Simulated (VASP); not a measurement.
## NaCl: relaxation of cell and atoms with r2SCAN

NaCl:

```
Na Cl
1.0
     3.50648    0.00000    0.00000
     0.00000    3.50648    0.00000
     0.00000    0.00000    3.50648
Na Cl
1 1
Direct
  0.00000 0.00000 0.00000
  0.50000 0.50000 0.50000
```

- Program: VASP 6.6.1
- Task: relaxation of cell and atoms
- Functional: r2SCAN
- Potentials or basis: VASP PAW PBE potentials, release 64 (Na_pv, Cl)
- Cutoff: 600 eV
- k mesh: 6 × 6 × 6
- Occupations: fermi-dirac, width 0.02 eV
- Spin: no spin polarisation
- Dipole correction: no
- Further INCAR settings: ALGO = Normal; EDIFF = 1e-06; IBRION = 2; EDIFFG = -0.005; NSW = 80; ISIF = 3

```
Relaxed volume                        : 20.51 Å³/atom
Relaxed cell                          : a = 3.449 Å, b = 3.449 Å, c = 3.449 Å, α = 90.00°, β = 90.00°, γ = 90.00°
Space group after relaxing (to 0.1 Å) : Pm-3m (No. 221)
Energy gained by relaxing             : 4.6 meV/atom
Ionic steps                           : 4
Pressure after relaxing               : 0.0 GPa
Band gap on the k mesh                : 4.99 eV (least direct gap 5.53 eV)
```

The path:
| step | energy change (eV) | largest force (eV/Å) | pressure (GPa) | volume (Å³) |
| --- | --- | --- | --- | --- |
| 1 | 0.0000 | 0.0000 | -1.31 | 43.11 |
| 2 | -0.0070 | 0.0000 | -0.67 | 42.02 |
| 3 | -0.0090 | 0.0000 | -0.22 | 41.35 |
| 4 | -0.0093 | 0.0000 | 0.02 | 41.02 |

Final structure:
```yaml
crystal:
  lattice:
    - [3.44878, 0.00000, 0.00000]
    - [0.00000, 3.44878, 0.00000]
    - [0.00000, 0.00000, 3.44878]
  atoms:
    - { symbol: Na, position: [0.00000, 0.00000, 0.00000] }
    - { symbol: Cl, position: [0.50000, 0.50000, 0.50000] }
```

Levels at points of the mesh, in eV from the valence-band top:
| k point | band 5 | band 6 | band 7 | band 8 | band 9 | band 10 |
| --- | --- | --- | --- | --- | --- | --- |
| (0.00, 0.00, 0.00) | -0.54 | -0.54 | -0.54 | 4.99 | 9.13 | 9.13 |
| (0.50, 0.00, 0.00) | -3.17 | -0.29 | -0.29 | 7.85 | 9.86 | 11.24 |
| (0.50, 0.50, 0.00) | -2.47 | -2.47 | 0.00 | 6.24 | 10.75 | 12.26 |
| (0.50, 0.50, 0.50) | -2.05 | -2.05 | -2.05 | 7.75 | 7.75 | 7.75 |

Wall time 3.4 min on 1 thread of Intel Xeon 8259CL, with other jobs on the host, peak memory 0.16 GiB.

Caveat: the PAW data sets were made with another functional, which shifts forces and pressure a little. A k mesh can miss the band edges.
